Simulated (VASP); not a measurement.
Input of a VASP 6.6.1 run:

The input INCAR:

```
ALGO = Normal
EDIFF = 1E-6
ENCUT = 700
GGA = PS
GGA_COMPAT = F
ISIF = 2
ISMEAR = 0
LASPH = T
LCHARG = T
LELF = T
LREAL = F
LVHAR = T
LWAVE = F
NBANDS = 24
NELM = 120
PREC = Accurate
SIGMA = 0.05
```

File KPOINTS:

```
k-points
0
Gamma
  8 8 8
```

POSCAR

```
CdF2
1.0
   -1.1314091028      2.2628182056      2.2628182056
    2.2628182056     -1.1314091028      2.2628182056
    2.2628182056      2.2628182056     -1.1314091028
Cd F
1 2
Direct
    0.0000000000      0.0000000000      0.0000000000
    0.2500000000      0.2500000000      0.2500000000
    0.7500000000      0.7500000000      0.7500000000
```

Potentials or basis: VASP PAW PBE potentials, release 64 (Cd_sv_GW, F).

Launch:

```console
$ cat potpaw_PBE.64/Cd_sv_GW/POTCAR potpaw_PBE.64/F/POTCAR > POTCAR
$ mpirun -np 1 vasp_std > vasp.out
```

Problem. Predict the largest force.

Solution. 36.171 eV/Å.

Problem. Estimate the pressure.

Solution. 151.2 GPa.

Problem. Predict the band gap on the k mesh.

Solution. 5.95 eV (least direct gap 6.68 eV).

Stress tensor (GPa, compression positive):
```
151.17 145.12 145.12
145.12 151.17 145.12
145.12 145.12 151.17
```

Caveat: the cell stands under pressure; the PAW data sets were made with another functional, which shifts forces and pressure a little. A k mesh can miss the band edges.
